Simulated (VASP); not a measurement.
# Ti (Fm-3m) in VASP: a series of runs

The runs below take Ti through relaxation of cell and atoms, with RPBE+D3(BJ), RPBE+D4, revPBE+D3(BJ), revPBE+D4.

Program: VASP 6.6.1. These are calculated values, not measurements. Logs are shortened: lines on timing, memory, paths and dates and some standing lists are left out, and cuts for length are marked.

**1. The cell of the first run**

Symmetry: Fm-3m, No. 225, cubic system. The conventional cell has a = 4.060 Å, b = 4.060 Å, c = 4.060 Å, α = 90.00°, β = 90.00°, γ = 90.00°. Within 3.8 Å of Ti (site symmetry m-3m) lie 12 Ti at 2.87 Å.

**2. Relaxation of cell and atoms, RPBE+D3(BJ)**

The input, INCAR:

```
ALGO = Fast
EDIFF = 1E-6
EDIFFG = -0.01
ENCUT = 600
GGA = RP
IBRION = 2
ISIF = 3
ISMEAR = -1
IVDW = 12
LASPH = T
LCHARG = F
LREAL = F
LWAVE = F
NELM = 100
NSW = 60
PREC = Accurate
SIGMA = 0.05
```

The input, KPOINTS:

```
k-points
0
Gamma
  11 11 11
```

The input, POSCAR:

```
Ti
1.0
    0.0000000000      2.0300000000      2.0300000000
    2.0300000000      0.0000000000      2.0300000000
    2.0300000000      2.0300000000      0.0000000000
Ti
1
Direct
    0.0000000000      0.0000000000      0.0000000000
```

Potentials or basis: VASP PAW PBE potentials, release 64 (Ti_sv).

The run is started by

```
> cat potpaw_PBE.64/Ti_sv/POTCAR > POTCAR
> mpirun -np 1 vasp_std > vasp.out
```

OUTCAR:

```text
EDIFF = 1E-6
   EDIFFG = -0.01
   ENCUT = 600
   GGA = RP
   IBRION = 2
   ISIF = 3
   ISMEAR = -1
   IVDW = 12
   LASPH = T
   LREAL = F
   NELM = 100
   NSW = 60
   PREC = Accurate
 IVDW          = 12

 ion  position               nearest neighbor table
   1  0.000  0.000  0.000-

  LATTYP: Found a face centered cubic cell.
 ALAT       =     4.0600000000

  Lattice vectors:

 A1 = (   0.0000000000,   2.0300000000,   2.0300000000)
 A2 = (   2.0300000000,   0.0000000000,   2.0300000000)
 A3 = (   2.0300000000,   2.0300000000,   0.0000000000)

Analysis of symmetry for initial positions (statically):
=====================================================================
 Subroutine PRICEL returns:
 Original cell was already a primitive cell.

 Routine SETGRP: Setting up the symmetry group for a
 face centered cubic supercell.

 Subroutine GETGRP returns: Found 48 space group operations
 (whereof 48 operations were pure point group operations)
 out of a pool of 48 trial point group operations.

The static configuration has the point symmetry O_h .

Analysis of symmetry for dynamics (positions and initial velocities):
=====================================================================
 Subroutine PRICEL returns:
 Original cell was already a primitive cell.

 Routine SETGRP: Setting up the symmetry group for a
 face centered cubic supercell.

 Subroutine GETGRP returns: Found 48 space group operations
 (whereof 48 operations were pure point group operations)
 out of a pool of 48 trial point group operations.

The dynamic configuration has the point symmetry O_h .

 Subroutine INISYM returns: Found 48 space group operations
 (whereof 48 operations are pure point group operations),
 and found     1 'primitive' translations

----------------------------------------------------------------------------------------

                                     Primitive cell

  volume of cell :      16.7309

  direct lattice vectors                    reciprocal lattice vectors
     0.000000000  2.030000000  2.030000000    -0.246305419  0.246305419  0.246305419
     2.030000000  0.000000000  2.030000000     0.246305419 -0.246305419  0.246305419
     2.030000000  2.030000000  0.000000000     0.246305419  0.246305419 -0.246305419

  length of vectors
     2.870853532  2.870853532  2.870853532     0.426613499  0.426613499  0.426613499

  position of ions in fractional coordinates (direct lattice)
     0.000000000  0.000000000  0.000000000

  ion indices of the primitive-cell ions
   primitive index   ion index
                 1           1

----------------------------------------------------------------------------------------

 KPOINTS: k-points

Automatic generation of k-mesh.
 Grid dimensions read from file:
 generate k-points for:   11   11   11

 Generating k-lattice:

  Cartesian coordinates                     Fractional coordinates (reciprocal lattice)
    -0.022391402  0.022391402  0.022391402     0.090909091  0.000000000  0.000000000
     0.022391402 -0.022391402  0.022391402     0.000000000  0.090909091  0.000000000
     0.022391402  0.022391402 -0.022391402     0.000000000  0.000000000  0.090909091

  Length of vectors
     0.038783045  0.038783045  0.038783045

  Shift w.r.t. Gamma in fractional coordinates (k-lattice)
     0.000000000  0.000000000  0.000000000

 Subroutine IBZKPT returns following result:
 ===========================================

 Found     56 irreducible k-points:

 Following reciprocal coordinates:
            Coordinates               Weight
  0.000000  0.000000  0.000000      1.000000
  0.090909  0.000000  0.000000      8.000000
  0.181818  0.000000  0.000000      8.000000
  0.272727  0.000000  0.000000      8.000000
  0.363636  0.000000  0.000000      8.000000
  0.454545  0.000000  0.000000      8.000000
[... 16 lines left out ...]
 -0.272727  0.181818  0.000000     24.000000
 -0.181818  0.181818  0.000000     12.000000
 [... further k-points ...]
   k-points           NKPTS =     56   k-points in BZ     NKDIM =     56   number of bands    NBANDS=     10
   number of dos      NEDOS =    301   number of ions     NIONS =      1
   total plane-waves  NPLWV =  13824
   dimension x,y,z NGX =    24 NGY =   24 NGZ =   24
   dimension x,y,z NGXF=    48 NGYF=   48 NGZF=   48
   ions per type =               1
   NGX,Y,Z   is equivalent  to a cutoff of  13.90, 13.90, 13.90 a.u.
   NGXF,Y,Z  is equivalent  to a cutoff of  27.80, 27.80, 27.80 a.u.
 SYSTEM =  unknown system
   PREC   = accura    normal or accurate (medium, high low for compatibility)
   ISTART =      0    job   : 0-new  1-cont  2-samecut
   ICHARG =      2    charge: 1-file 2-atom 10-const
   ISPIN  =      1    spin polarized calculation?
   LNONCOLLINEAR =      F non collinear calculations
   LSORBIT =      F    spin-orbit coupling
   LASPH  =      T    aspherical Exc in radial PAW
   ENCUT  =  600.0 eV  44.10 Ry    6.64 a.u.   5.73  5.73  5.73*2*pi/ulx,y,z
   NELM   =    100;   NELMIN=  2; NELMDL= -5     # of ELM steps
   EDIFF  = 0.1E-05   stopping-criterion for ELM
   LREAL  =      F    real-space projection
   EDIFFG = -.1E-01   stopping-criterion for IOM
   NSW    =     60    number of steps for IOM
   IBRION =      2    ionic relax: 0-MD 1-quasi-New 2-CG
   NFREE  =      1    steps in history (QN), initial steepest desc. (CG)
   ISIF   =      3    stress and relaxation
   ISYM   =      2    0-nonsym 1-usesym 2-fastsym
   POTIM  = 0.5000    time-step for ionic-motion
   TEBEG  =    0.0;   TEEND  =   0.0 temperature during run
   PSTRESS=    0.0 pullay stress
   NELECT =      12.0000    total number of electrons
   NUPDOWN=      -1.0000    fix difference up-down
   EMIN   =  10.00;   EMAX   =-10.00  energy-range for DOS
   EFERMI =   0.00;   METHOD = LEGACY
   ISMEAR =    -1;   SIGMA  =   0.05  broadening in eV -4-tet -1-fermi 0-gaus
   EFERMI_NEDOS =   21; number of points for ismear=-14 and -15
   IALGO  =     68    algorithm
   IMIX   =      4    mixing-type and parameters
     AMIX     =   0.40;   BMIX     =  1.00
     AMIX_MAG =   1.60;   BMIX_MAG =  1.00
  volume/ion in A,a.u.               =      16.73       112.91
  Fermi-wavevector in a.u.,A,eV,Ry     =   1.465421  2.769245 29.217967  2.147460
  Thomas-Fermi vector in A             =   2.581280
   LORBIT       =      0    0 simple, 1 ext, 2 COOP (PROOUT), +10 PAW based schemes
   GGA     = RP    functional components
   LHFCALC =     F    Hartree Fock is set to
   AEXX    =    0.0000 exact exchange contribution
   IVDW    =    12    specifies the selected vdW correction
   LEPSILON=     F    determine dielectric tensor
   LRPA    =     F    only Hartree local field effects (RPA)
 conjugate gradient relaxation of ions
 non-spin polarized calculation
 RMM-DIIS sequential band-by-band and
  energy-cutoff  :      600.00
  volume of cell :       16.73
 maximum number of plane-waves:       568
   NGX = 11   NGY = 11   NGZ = 11

--------------------------------------- Ionic step        1  -------------------------------------------

 number of electron      12.0000002 magnetization

 Free energy of the ion-electron system (eV)
  ---------------------------------------------------
  ext. energy  EPLUGINS =         0.00000000
  ---------------------------------------------------
  free energy    TOTEN  =        -7.36353771 eV

  energy without entropy =       -7.35196480  energy(sigma->0) =       -7.35775126

 E-fermi :   8.7361     XC(G=0): -11.5671

 val. band max:        8.7052704149   @ k =   0.1818   0.1818   0.0000
 cond. band min:       8.7584666232   @ k =   0.2727   0.0000   0.0000
 fundamental gap:      0.0531962083
 Fermi energy:         8.7360840329

 k-point     1 :       0.0000    0.0000    0.0000
  band No.  band energies     occupation
      1     -48.0366      2.00000
      2     -23.7850      2.00000
      3     -23.7850      2.00000
      4     -23.7850      2.00000
      5       2.5334      2.00000
      6       9.6531      0.00000
      7       9.6531      0.00000
      8       9.6531      0.00000
      9      11.3791      0.00000
     10      11.3791      0.00000
[... 374 lines left out ...]
  energy  without entropy=      -11.0665109067  energy(sigma->0) =      -11.07144487

--------------------------------------- Ionic step        3  -------------------------------------------

 number of electron      12.0000001 magnetization

------------------------ aborting loop EDIFF was not reached (unconverged)  ----------------------------

 Edisp (eV)   -4.81746

 E8    (eV) :    -3.3480

  FORCE on cell =-STRESS in cart. coord.  units (eV):
  Direction    XX          YY          ZZ          XY          YZ          ZX
  --------------------------------------------------------------------------------------
  -------------------------------------------------------------------------------------
  Total      -0.18774    -0.18774    -0.18774    -0.00000     0.00000    -0.00000
  in kB     -23.26665   -23.26665   -23.26665    -0.00000     0.00000    -0.00000
  external pressure =      -23.27 kB  Pullay stress =        0.00 kB
[... 16 lines left out ...]
  FREE ENERGIE OF THE ION-ELECTRON SYSTEM (eV)
  ---------------------------------------------------
  free  energy   TOTEN  =       -11.4869569336 eV

  energy  without entropy=      -11.4813124752  energy(sigma->0) =      -11.48413470

[... ionic steps 4 to 16 ...]

--------------------------------------- Ionic step       17  -------------------------------------------

 number of electron      12.0000001 magnetization

------------------------ aborting loop because EDIFF is reached ----------------------------------------

 Edisp (eV)   -4.85952

 E8    (eV) :    -3.3765
[... 67 lines left out ...]
  energy  without entropy=      -11.5188400621  energy(sigma->0) =      -11.52328207

--------------------------------------- Ionic step       19  -------------------------------------------

 number of electron      12.0000001 magnetization

 Free energy of the ion-electron system (eV)
  ---------------------------------------------------
  ext. energy  EPLUGINS =         0.00000000
  ---------------------------------------------------
  free energy    TOTEN  =        -6.65278372 eV

  energy without entropy =       -6.64384983  energy(sigma->0) =       -6.64831678

 E-fermi :  11.9917     XC(G=0): -12.9277

 val. band max:       11.9537134584   @ k =   0.3636   0.0909   0.0000
 cond. band min:      12.0235322047   @ k =  -0.1818   0.2727   0.0909
 fundamental gap:      0.0698187463
 Fermi energy:        11.9917287624

 k-point     1 :       0.0000    0.0000    0.0000
  band No.  band energies     occupation
      1     -44.4612      2.00000
      2     -19.6527      2.00000
      3     -19.6527      2.00000
      4     -19.6527      2.00000
      5       5.3741      2.00000
      6      13.0191      0.00000
      7      13.0191      0.00000
      8      13.0191      0.00000
      9      15.4783      0.00000
     10      15.4783      0.00000
[... 331 lines left out ...]
  FREE ENERGIE OF THE ION-ELECTRON SYSTEM (eV)
  ---------------------------------------------------
  free  energy   TOTEN  =       -11.5277140572 eV

  energy  without entropy=      -11.5187801744  energy(sigma->0) =      -11.52324712

 reached required accuracy - stopping structural energy minimisation
```

Run time: 9.4 min. Hardware: 1 thread of AMD EPYC 7R43 (Zen 3), shared host; peak memory 0.13 GiB.

Results:

```
Free energy                            : -11.5277 eV
Relaxed volume                         : 12.77 Å³/atom
Relaxed cell                           : a = 2.624 Å, b = 2.624 Å, c = 2.624 Å, α = 60.00°, β = 60.00°, γ = 60.00°
Space group after relaxing (to 0.05 Å) : Fm-3m (No. 225)
Energy gained by relaxing              : 467.8 meV/atom
Ionic steps                            : 19
Pressure after relaxing                : 0.0 GPa
Band gap on the k mesh                 : zero (band 6 reaches 13.02 eV, above the bottom of band 7 at 11.65 eV)
Dispersion energy per atom             : -4.875 eV
```

The path:
```tsv
step	energy change (eV)	largest force (eV/Å)	pressure (GPa)	volume (Å³)
1	0.0000	0.0000	-31.98	16.73
2	-0.0164	0.0000	55.79	9.88
3	-0.4270	0.0000	-2.33	12.93
4	-0.4677	0.0000	0.39	12.76
5	-0.4677	0.0000	-0.44	12.83
6	-0.4677	0.0000	-0.44	12.83
7	-0.4677	0.0000	-0.50	12.83
8	-0.4677	0.0000	-0.57	12.83
9	-0.4677	0.0000	-0.51	12.83
10	-0.4677	0.0000	-0.52	12.83
11	-0.4677	0.0000	-0.51	12.83
12	-0.4677	0.0000	-0.51	12.83
13	-0.4677	0.0000	-0.51	12.83
14	-0.4677	0.0000	-0.53	12.83
15	-0.4677	0.0000	-0.47	12.82
16	-0.4677	0.0000	-0.56	12.82
17	-0.4678	0.0000	-0.41	12.81
18	-0.4678	0.0000	-0.28	12.80
19	-0.4678	0.0000	-0.03	12.77
```

Final structure:
```yaml
crystal:
  lattice:
    - [0.00000, 1.85523, 1.85523]
    - [1.85523, 0.00000, 1.85523]
    - [1.85523, 1.85523, 0.00000]
  atoms:
    - { symbol: Ti, position: [0.00000, 0.00000, 0.00000] }
```

Levels at points of the mesh, in eV from the Fermi level:
```
           k point  band 4  band 5  band 6  band 7  band 8  band 9
(0.00, 0.00, 0.00)  -31.64   -6.62    1.03    1.03    1.03    3.49
```

Caveat: the volume moved by over 15 % at a fixed basis, so the end points are rough; the PAW data sets were made with another functional, which shifts forces and pressure a little; the volume moved by -24 % from the deposited cell, more than functionals usually miss; pairwise dispersion overbinds metals, which lowers pressure and volume.

**3. Relaxation of cell and atoms, RPBE+D4**

The input, INCAR:

```
SYSTEM = Ti
PREC     = Accurate       ! precision mode
ENCUT    = 600            ! plane-wave cutoff, eV
EDIFF    = 1E-6           ! SCF threshold, eV
ISMEAR   = -1             ! smearing method
SIGMA    = 0.05           ! smearing width, eV
LREAL    = .False.        ! projectors in reciprocal space
LASPH    = .True.         ! aspherical terms in the spheres
NELM     = 100            ! most SCF steps
ALGO     = Fast           ! electronic algorithm
ISIF     = 3              ! what is computed and relaxed
LWAVE    = .False.        ! write WAVECAR
LCHARG   = .False.        ! write CHGCAR
GGA      = RP             ! functional
IVDW     = 13             ! dispersion correction
IBRION   = 2              ! ionic algorithm
NSW      = 60             ! ionic steps
EDIFFG   = -0.01          ! ionic threshold
```

The input, KPOINTS:

```
regular mesh
0
Gamma
  11 11 11
  0 0 0
```

POSCAR is that of step 2.

Potentials or basis: VASP PAW PBE potentials, release 64 (Ti_sv).

The run is started by

```
> cat potpaw_PBE.64/Ti_sv/POTCAR > POTCAR
> mpirun -np 1 vasp_std > vasp.out
```

It took 3.5 min on 1 thread of AMD EPYC 7R43 (Zen 3), shared host; peak memory 0.11 GiB.

The run converged. Its results:

- Free energy: -7.7470 eV
- Relaxed volume: 17.30 Å³/atom
- Relaxed cell: a = 2.903 Å, b = 2.903 Å, c = 2.903 Å, α = 60.00°, β = 60.00°, γ = 60.00°
- Space group after relaxing (to 0.05 Å): Fm-3m (No. 225)
- Energy gained by relaxing: 6.4 meV/atom
- Ionic steps: 3
- Pressure after relaxing: 0.0 GPa
- Band gap on the k mesh: zero (band 6 reaches 9.27 eV, above the bottom of band 7 at 8.10 eV)
- Dispersion energy per atom: -0.365 eV

The path:
```
step  energy change (eV)  largest force (eV/Å)  pressure (GPa)  volume (Å³)
   1              0.0000                0.0000            3.61        16.73
   2             -0.0040                0.0000           -1.95        17.66
   3             -0.0064                0.0000           -0.04        17.30
```

Final structure:
```cif
data_structure
_symmetry_space_group_name_H-M 'P 1'
_symmetry_Int_Tables_number 1
_cell_length_a 2.9033
_cell_length_b 2.9033
_cell_length_c 2.9033
_cell_angle_alpha 60.000
_cell_angle_beta 60.000
_cell_angle_gamma 60.000
_cell_volume 17.30
loop_
_atom_site_label
_atom_site_type_symbol
_atom_site_fract_x
_atom_site_fract_y
_atom_site_fract_z
_atom_site_occupancy
Ti1 Ti 0.00000 0.00000 0.00000 1
```

Levels at points of the mesh, in eV from the Fermi level:
| k point | band 4 | band 5 | band 6 | band 7 | band 8 | band 9 |
| --- | --- | --- | --- | --- | --- | --- |
| (0.00, 0.00, 0.00) | -32.62 | -6.12 | 0.90 | 0.90 | 0.90 | 2.55 |

Caveat: the PAW data sets were made with another functional, which shifts forces and pressure a little; pairwise dispersion overbinds metals, which lowers pressure and volume.

**4. Relaxation of cell and atoms, revPBE+D3(BJ)**

The input, INCAR:

```
SYSTEM = Ti
PREC = Accurate
ENCUT = 600
EDIFF = 1E-6
ISMEAR = -1
SIGMA = 0.05
LREAL = .FALSE.
LASPH = .TRUE.
NELM = 100
ALGO = Normal
ISIF = 3
LWAVE = .FALSE.
LCHARG = .FALSE.
GGA = RE
IVDW = 12
IBRION = 2
NSW = 60
EDIFFG = -0.01
```

The input, KPOINTS:

```
Automatic mesh
0
G
  11 11 11
  0 0 0
```

POSCAR is that of step 3.

The run is started by

```
> cat potpaw_PBE.64/Ti_sv/POTCAR > POTCAR
> mpirun -np 1 vasp_std > vasp.out
```

Run time: 49 s. Hardware: 1 thread of AMD EPYC 7R43 (Zen 3), shared host; peak memory 0.13 GiB.

The run converged. Its results:

- Free energy: -8.6285 eV
- Relaxed volume: 15.92 Å³/atom
- Relaxed cell: a = 2.823 Å, b = 2.823 Å, c = 2.823 Å, α = 60.00°, β = 60.00°, γ = 60.00°
- Space group after relaxing (to 0.05 Å): Fm-3m (No. 225)
- Energy gained by relaxing: 14.3 meV/atom
- Ionic steps: 3
- Pressure after relaxing: 0.0 GPa
- Band gap on the k mesh: zero (band 6 reaches 10.21 eV, above the bottom of band 7 at 8.97 eV)
- Dispersion energy per atom: -1.227 eV

The path:
```
step  energy change (eV)  largest force (eV/Å)  pressure (GPa)  volume (Å³)
   1              0.0000                0.0000           -5.39        16.73
   2             -0.0079                0.0000            4.09        15.40
   3             -0.0143                0.0000            0.02        15.92
```

Final structure:
```
Ti
1.0
     0.00000    1.99650    1.99650
     1.99650    0.00000    1.99650
     1.99650    1.99650    0.00000
Ti
1
Direct
  0.00000 0.00000 0.00000
```

Levels at points of the mesh, in eV from the Fermi level:
```csv
k point,band 3,band 4,band 5,band 6,band 7,band 8,band 9,band 10
"(0.00, 0.00, 0.00)",-32.35,-32.35,-6.31,0.94,0.94,0.94,2.79,2.79
```

Caveat: the PAW data sets were made with another functional, which shifts forces and pressure a little; pairwise dispersion overbinds metals, which lowers pressure and volume.

(Continued in part 2 of 2.)
